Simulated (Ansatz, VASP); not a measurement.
**One calculation of In3As, two programs**

```
In As
1.0
     4.67168    0.00000    0.00000
     0.00000    4.67168    0.00000
     0.00000    0.00000    4.67168
In As
3 1
Cartesian
  2.3358 2.3358 0.0000
  2.3358 0.0000 2.3358
  0.0000 2.3358 2.3358
  0.0000 0.0000 0.0000
```

Alike in both runs: functional LDA; k mesh 6 × 6 × 6; occupations fermi-dirac, width 0.05 eV; no spin polarisation.

```csv
,VASP,Ansatz
version,VASP 6.6.1,Ansatz 0.2.0
potentials or method,"VASP PAW LDA potentials, release 64 (In_d, As), cutoff 520 eV","all-electron LAPW, scalar-relativistic"
task,single point,band structure
```

|  | VASP | Ansatz | Ansatz less VASP |
| --- | --- | --- | --- |
| gap on the k mesh at the Fermi level (eV) | none | none | - |
| pressure (GPa) | -3.9 | -3.9 | -0.01 |

LDA's correlation is that of Perdew and Zunger in VASP and of Perdew and Wang (1992) in Ansatz. A gap of «none» marks a metal or a gap that the smearing closes. Ansatz ran all-electron here, and VASP with PAW potentials.
